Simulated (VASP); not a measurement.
Here is a VASP 6.6.1 calculation.

INCAR

```
SYSTEM = LiB3Pt
PREC     = Accurate       ! precision mode
ENCUT    = 600            ! plane-wave cutoff, eV
EDIFF    = 1E-7           ! SCF threshold, eV
ISMEAR   = 0              ! smearing method
SIGMA    = 0.1            ! smearing width, eV
LREAL    = .FALSE.        ! projectors in reciprocal space
LASPH    = .TRUE.         ! aspherical terms in the spheres
NELM     = 80             ! most SCF steps
ALGO     = Normal         ! electronic algorithm
ISIF     = 3              ! what is computed and relaxed
LWAVE    = .FALSE.        ! write WAVECAR
LCHARG   = .FALSE.        ! write CHGCAR
GGA      = PE             ! functional
IBRION   = 2              ! ionic algorithm
NSW      = 100            ! ionic steps
EDIFFG   = -0.01          ! ionic threshold
```

File KPOINTS:

```
regular mesh
0
G
  10 10 10
  0 0 0
```

File POSCAR:

```
LiB3Pt
1.0
    4.1410249804      0.0000000000      0.0000000000
    0.0000000000      4.1410249804      0.0000000000
    0.0000000000      0.0000000000      4.1410249804
Li B Pt
1 3 1
Direct
    0.5000000000      0.5000000000      0.5000000000
    0.5000000000      0.0000000000      0.0000000000
    0.0000000000      0.5000000000      0.0000000000
    0.0000000000      0.0000000000      0.5000000000
    0.0000000000      0.0000000000      0.0000000000
```

Potentials or basis: VASP PAW PBE potentials, release 64 (Li_sv, B, Pt).

Run with:

```sh
$ cat potpaw_PBE.64/Li_sv/POTCAR potpaw_PBE.64/B/POTCAR potpaw_PBE.64/Pt/POTCAR > POTCAR
$ mpirun -np 1 vasp_std > vasp.out
```

(1) Predict the relaxed cell.

(2) What does it give for the space group after relaxing (to 0.05 Å)?

Results:

(1) a = 4.138 Å, b = 4.138 Å, c = 4.138 Å, α = 90.00°, β = 90.00°, γ = 90.00°.

(2) Pm-3m (No. 221).
